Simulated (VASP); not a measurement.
# Al (P6_3/mmc) in VASP: notebook

Runs on Al. Level: r2SCAN. Tasks: single point.

Everything below comes from runs of VASP 6.6.1. Logs are shortened: lines on timing, memory, paths and dates and some standing lists are left out, and cuts for length are marked.

## Step 1: The cell of the first run

Symmetry: P6_3/mmc, No. 194, hexagonal system. Conventional cell: a = 2.953 Å, b = 2.953 Å, c = 4.867 Å, α = 90.00°, β = 90.00°, γ = 120.00°. Al (site symmetry -6m2) has 12 Al at 2.95 to 2.97 Å within 3.9 Å.

## Step 2: Single point, r2SCAN (strain +0.050 along x and y, +0.000 along z)

File POSCAR:

```
Al
1.0
    2.9530781191      0.0000000000      0.0000000000
   -1.4765390595      2.5574406705      0.0000000000
    0.0000000000      0.0000000000      4.8668500000
Al
2
Direct
    0.6666666667      0.3333333333      0.7500000000
    0.3333333333      0.6666666667      0.2500000000
```

File INCAR.step1:

```
SYSTEM = Al
PREC     = Accurate       ! precision mode
ENCUT    = 520            ! plane-wave cutoff, eV
ISMEAR   = 0              ! smearing method
SIGMA    = 0.15           ! smearing width, eV
LREAL    = .False.        ! projectors in reciprocal space
LASPH    = .True.         ! aspherical terms in the spheres
NELM     = 100            ! most SCF steps
NBANDS   = 10             ! bands
GGA      = PE             ! functional
ALGO     = Normal         ! electronic algorithm
EDIFF    = 1E-4           ! SCF threshold, eV
LWAVE    = .True.         ! write WAVECAR
LCHARG   = .False.        ! write CHGCAR
```

File INCAR.step2:

```
SYSTEM = Al
PREC     = Accurate       ! precision mode
ENCUT    = 520            ! plane-wave cutoff, eV
EDIFF    = 1E-6           ! SCF threshold, eV
ISMEAR   = 0              ! smearing method
SIGMA    = 0.15           ! smearing width, eV
LREAL    = .False.        ! projectors in reciprocal space
LASPH    = .True.         ! aspherical terms in the spheres
NELM     = 100            ! most SCF steps
ALGO     = Normal         ! electronic algorithm
ISIF     = 2              ! what is computed and relaxed
LWAVE    = .False.        ! write WAVECAR
LCHARG   = .False.        ! write CHGCAR
METAGGA  = R2SCAN         ! meta-GGA
LMIXTAU  = .True.       
NBANDS   = 10             ! bands
ISTART   = 1
```

File KPOINTS:

```
Automatic mesh
0
Gamma
  18 18 10
  0 0 0
```

Potentials or basis: VASP PAW PBE potentials, release 64 (Al).

On the command line:

```bash
> cat potpaw_PBE.64/Al/POTCAR > POTCAR
> cp INCAR.step1 INCAR
> mpirun -np 1 vasp_std > vasp.out
> cp INCAR.step2 INCAR
> mpirun -np 1 vasp_std > vasp.out
```

OUTCAR:

```text
SYSTEM = Al
   PREC = Accurate
   ENCUT = 520
   EDIFF = 1E-6
   ISMEAR = 0
   LREAL = .False.
   LASPH = .True.
   NELM = 100
   ISIF = 2
   METAGGA = R2SCAN
   ISTART = 1

 ion  position               nearest neighbor table
   1  0.667  0.333  0.750-   2 2.97   2 2.97   2 2.97   2 2.97   2 2.97   2 2.97
   2  0.333  0.667  0.250-   1 2.97   1 2.97   1 2.97   1 2.97   1 2.97   1 2.97

  LATTYP: Found a hexagonal cell.
 ALAT       =     2.9530781191
 C/A-ratio  =     1.6480600254

  Lattice vectors:

 A1 = (   2.9530781191,   0.0000000000,   0.0000000000)
 A2 = (  -1.4765390595,   2.5574406705,   0.0000000000)
 A3 = (   0.0000000000,   0.0000000000,   4.8668500000)

Analysis of symmetry for initial positions (statically):
=====================================================================
 Subroutine PRICEL returns:
 Original cell was already a primitive cell.

 Routine SETGRP: Setting up the symmetry group for a
 hexagonal supercell.

 Subroutine GETGRP returns: Found 24 space group operations
 (whereof 12 operations were pure point group operations)
 out of a pool of 24 trial point group operations.

The static configuration has the point symmetry D_3d.
 The point group associated with its full space group is D_6h.

Analysis of symmetry for dynamics (positions and initial velocities):
=====================================================================
 Subroutine PRICEL returns:
 Original cell was already a primitive cell.

 Routine SETGRP: Setting up the symmetry group for a
 hexagonal supercell.

 Subroutine GETGRP returns: Found 24 space group operations
 (whereof 12 operations were pure point group operations)
 out of a pool of 24 trial point group operations.

The dynamic configuration has the point symmetry D_3d.
 The point group associated with its full space group is D_6h.

 Subroutine INISYM returns: Found 24 space group operations
 (whereof 12 operations are pure point group operations),
 and found     1 'primitive' translations

----------------------------------------------------------------------------------------

                                     Primitive cell

  volume of cell :      36.7560

  direct lattice vectors                    reciprocal lattice vectors
     2.953078119  0.000000000  0.000000000     0.338629714  0.195507957  0.000000000
    -1.476539060  2.557440671  0.000000000     0.000000000  0.391015914  0.000000000
     0.000000000  0.000000000  4.866850000     0.000000000  0.000000000  0.205471712

  length of vectors
     2.953078119  2.953078119  4.866850000     0.391015913  0.391015914  0.205471712

  position of ions in fractional coordinates (direct lattice)
     0.666666667  0.333333333  0.750000000
     0.333333333  0.666666667  0.250000000

  ion indices of the primitive-cell ions
   primitive index   ion index
                 1           1
                 2           2

----------------------------------------------------------------------------------------

 KPOINTS: Automatic mesh

Automatic generation of k-mesh.
 Grid dimensions read from file:
 generate k-points for:   18   18   10

 Generating k-lattice:

  Cartesian coordinates                     Fractional coordinates (reciprocal lattice)
     0.018812762  0.010861553  0.000000000     0.055555556  0.000000000  0.000000000
     0.000000000  0.021723106  0.000000000     0.000000000  0.055555556  0.000000000
     0.000000000  0.000000000  0.020547171     0.000000000  0.000000000  0.100000000

  Length of vectors
     0.021723106  0.021723106  0.020547171

  Shift w.r.t. Gamma in fractional coordinates (k-lattice)
     0.000000000  0.000000000  0.000000000

 Subroutine IBZKPT returns following result:
 ===========================================

 Found    222 irreducible k-points:

 Following reciprocal coordinates:
            Coordinates               Weight
  0.000000  0.000000  0.000000      1.000000
  0.055556 -0.000000  0.000000      6.000000
  0.111111 -0.000000  0.000000      6.000000
  0.166667  0.000000  0.000000      6.000000
  0.222222  0.000000  0.000000      6.000000
  0.277778  0.000000  0.000000      6.000000
[... 16 lines left out ...]
  0.333333  0.111111  0.000000     12.000000
  0.388889  0.111111  0.000000     12.000000
 [... further k-points ...]
   k-points           NKPTS =    222   k-points in BZ     NKDIM =    222   number of bands    NBANDS=     10
   number of dos      NEDOS =    301   number of ions     NIONS =      2
   total plane-waves  NPLWV =  20736
   dimension x,y,z NGX =    24 NGY =   24 NGZ =   36
   dimension x,y,z NGXF=    48 NGYF=   48 NGZF=   72
   ions per type =               2
   NGX,Y,Z   is equivalent  to a cutoff of  13.51, 13.51, 12.30 a.u.
   NGXF,Y,Z  is equivalent  to a cutoff of  27.02, 27.02, 24.59 a.u.
 SYSTEM =  Al
   PREC   = accura    normal or accurate (medium, high low for compatibility)
   ISTART =      1    job   : 0-new  1-cont  2-samecut
   ICHARG =      0    charge: 1-file 2-atom 10-const
   ISPIN  =      1    spin polarized calculation?
   LNONCOLLINEAR =      F non collinear calculations
   LSORBIT =      F    spin-orbit coupling
   LASPH  =      T    aspherical Exc in radial PAW
   ENCUT  =  520.0 eV  38.22 Ry    6.18 a.u.   5.49  5.49  9.05*2*pi/ulx,y,z
   NELM   =    100;   NELMIN=  2; NELMDL=  0     # of ELM steps
   EDIFF  = 0.1E-05   stopping-criterion for ELM
   LREAL  =      F    real-space projection
[... 7 lines left out ...]
   TEBEG  =    0.0;   TEEND  =   0.0 temperature during run
   PSTRESS=    0.0 pullay stress
   NELECT =       6.0000    total number of electrons
   NUPDOWN=      -1.0000    fix difference up-down
   EMIN   =  10.00;   EMAX   =-10.00  energy-range for DOS
   EFERMI =   0.00;   METHOD = LEGACY
   ISMEAR =     0;   SIGMA  =   0.15  broadening in eV -4-tet -1-fermi 0-gaus
   EFERMI_NEDOS =   21; number of points for ismear=-14 and -15
   IALGO  =     38    algorithm
   IMIX   =      4    mixing-type and parameters
     AMIX     =   0.40;   BMIX     =  1.00
     AMIX_MAG =   1.60;   BMIX_MAG =  1.00
  volume/ion in A,a.u.               =      18.38       124.02
  Fermi-wavevector in a.u.,A,eV,Ry     =   0.894710  1.690757 10.891552  0.800506
  Thomas-Fermi vector in A             =   2.016950
   LORBIT       =      0    0 simple, 1 ext, 2 COOP (PROOUT), +10 PAW based schemes
   METAGGA = R2SCAN    functional components
   LHFCALC =     F    Hartree Fock is set to
   AEXX    =    0.0000 exact exchange contribution
   IVDW    =     0    specifies the selected vdW correction
   LEPSILON=     F    determine dielectric tensor
   LRPA    =     F    only Hartree local field effects (RPA)
 non-spin polarized calculation
 Gauss-broadening in eV      SIGMA  =   0.15
  energy-cutoff  :      520.00
  volume of cell :       36.76
 maximum number of plane-waves:      1020
 NGX is ok and might be reduce to    24
   NGX = 11   NGY = 11   NGZ = 19

 number of electron       6.0000000 magnetization

 Free energy of the ion-electron system (eV)
  ---------------------------------------------------
  ext. energy  EPLUGINS =         0.00000000
  ---------------------------------------------------
  free energy    TOTEN  =       -13.24160687 eV

  energy without entropy =      -13.23002977  energy(sigma->0) =      -13.23581832

 E-fermi :   6.9341     XC(G=0): -10.5229

 val. band max:        6.9279336433   @ k =   0.3333   0.3333   0.3000
 cond. band min:       6.9390447107   @ k =   0.3889   0.1667   0.2000
 fundamental gap:      0.0111110674
 Fermi energy:         6.9340554417

 k-point     1 :       0.0000    0.0000    0.0000
  band No.  band energies     occupation
      1      -4.1686      2.00000
      2       2.3273      2.00000
      3       2.4249      2.00000
      4      17.5135      0.00000
      5      17.5135      0.00000
      6      18.0916      0.00000
      7      18.0916      0.00000
      8      19.0767      0.00000
      9      20.6633      0.00000
     10      20.9616      0.00000

 k-point     2 :       0.0556   -0.0000    0.0000
  band No.  band energies     occupation
      1      -4.0940      2.00000
      2       2.3975      2.00000
      3       2.4977      2.00000
      4      16.0366      0.00000
      5      16.6632      0.00000
      6      17.8985      0.00000
      7      19.0721      0.00000
      8      19.7281      0.00000
      9      20.5950      0.00000
     10      21.3334      0.00000

 k-point     3 :       0.1111   -0.0000    0.0000
  band No.  band energies     occupation
      1      -3.8706      2.00000
      2       2.6079      2.00000
      3       2.7153      2.00000
      4      13.9809      0.00000
      5      15.7071      0.00000
      6      17.1599      0.00000
      7      19.4130      0.00000
      8      19.7306      0.00000
      9      20.4178      0.00000
     10      20.6839      0.00000

 k-point     4 :       0.1667    0.0000    0.0000
  band No.  band energies     occupation
      1      -3.4989      2.00000
      2       2.9584      2.00000
      3       3.0756      2.00000
      4      11.9298      0.00000
      5      14.8701      0.00000
      6      16.2949      0.00000
      7      17.8621      0.00000
      8      17.9208      0.00000
      9      20.1783      0.00000
     10      20.9113      0.00000
[... 222 lines left out ...]
 k-point    22 :       0.2778    0.1111    0.0000
  band No.  band energies     occupation
      1      -1.2871      2.00000
      2       5.0551      2.00000
      3       5.0673      2.00000
      4       6.6894      1.97895
      5      10.2310      0.00000
      6      12.6484      0.00000
      7      12.9029      0.00000
      8      16.3767      0.00000
      9      16.6471      0.00000
     10      17.8490      0.00000

 k-point    23 :       0.3333    0.1111    0.0000
  band No.  band energies     occupation
      1      -0.3389      2.00000
      2       4.6959      2.00000
      3       5.9548      2.00000
      4       6.3383      2.00000
      5       9.8019      0.00000
      6      11.0813      0.00000
      7      11.4956      0.00000
      8      16.0706      0.00000
      9      16.2712      0.00000
     10      17.5386      0.00000

 k-point    24 :       0.3889    0.1111    0.0000
  band No.  band energies     occupation
      1       0.7460      2.00000
      2       3.3124      2.00000
      3       6.9657      0.76545
      4       7.2354      0.00450
      5       9.2618      0.00000
      6       9.6647      0.00000
      7      10.4673      0.00000
      8      15.8859      0.00000
      9      16.0485      0.00000
     10      17.3493      0.00000

 [... further k-points ...]
[... 5 lines left out ...]
  --------------------------------------------------------------------------------------
  -------------------------------------------------------------------------------------
  Total       -2.0863394     -2.0863394     -2.1093058     -0.0000000     -0.0000000      0.0000000
  in kB      -90.9425388    -90.9425388    -91.9436349     -0.0000000     -0.0000000      0.0000000
  external PRESSURE =     -91.2762375 kB  Pullay stress =       0.0000000 kB

 VOLUME and BASIS-vectors are now :
 -----------------------------------------------------------------------------
  energy-cutoff  :      520.00
  volume of cell :       36.76
      direct lattice vectors                 reciprocal lattice vectors
     2.953078119  0.000000000  0.000000000     0.338629714  0.195507957  0.000000000
    -1.476539060  2.557440671  0.000000000     0.000000000  0.391015914  0.000000000
     0.000000000  0.000000000  4.866850000     0.000000000  0.000000000  0.205471712

 POSITION                                       TOTAL-FORCE (eV/Angst)
 -----------------------------------------------------------------------------------
      1.47654      0.85248      3.65014        -0.000000      0.000000      0.000000
     -0.00000      1.70496      1.21671         0.000000      0.000000      0.000000
 -----------------------------------------------------------------------------------
    total drift:                                0.000000     -0.000000      0.000000

  FREE ENERGIE OF THE ION-ELECTRON SYSTEM (eV)
  ---------------------------------------------------
  free  energy   TOTEN  =       -13.2416068683 eV

  energy  without entropy=      -13.2300297688  energy(sigma->0) =      -13.23581832
```

It took 2.6 min on 1 thread of AMD EPYC 9R45 (Zen 5), shared host; peak memory 0.17 GiB.

Results:

- Free energy: -13.2416 eV
- Pressure: -9.1 GPa
- Band gap on the k mesh: zero (band 3 reaches 11.04 eV, above the bottom of band 4 at 3.72 eV)

Stress tensor (GPa, compression positive):
```
-9.09  0.00  0.00
 0.00 -9.09  0.00
 0.00  0.00 -9.19
```

Levels at points of the mesh, in eV from the Fermi level:
| k point | band 1 | band 2 | band 3 | band 4 | band 5 | band 6 | band 7 | band 8 |
| --- | --- | --- | --- | --- | --- | --- | --- | --- |
| (0.00, 0.00, 0.00) | -11.10 | -4.61 | -4.51 | 10.58 | 10.58 | 11.16 | 11.16 | 12.14 |
| (0.50, 0.00, 0.00) | -5.28 | -5.08 | 0.62 | 1.00 | 1.59 | 1.64 | 5.61 | 7.32 |
| (0.00, 0.00, 0.50) | -9.44 | -9.44 | 3.28 | 3.28 | 11.92 | 11.92 | 11.92 | 11.92 |
| (0.50, 0.00, 0.50) | -3.89 | -3.89 | -3.21 | -3.21 | 7.06 | 7.06 | 7.73 | 7.73 |

Caveat: the cell differs from its parent crystal (strain +0.050 along x and y, +0.000 along z); the PAW data sets were made with another functional, which shifts forces and pressure a little.

[end of part 1 of 3]
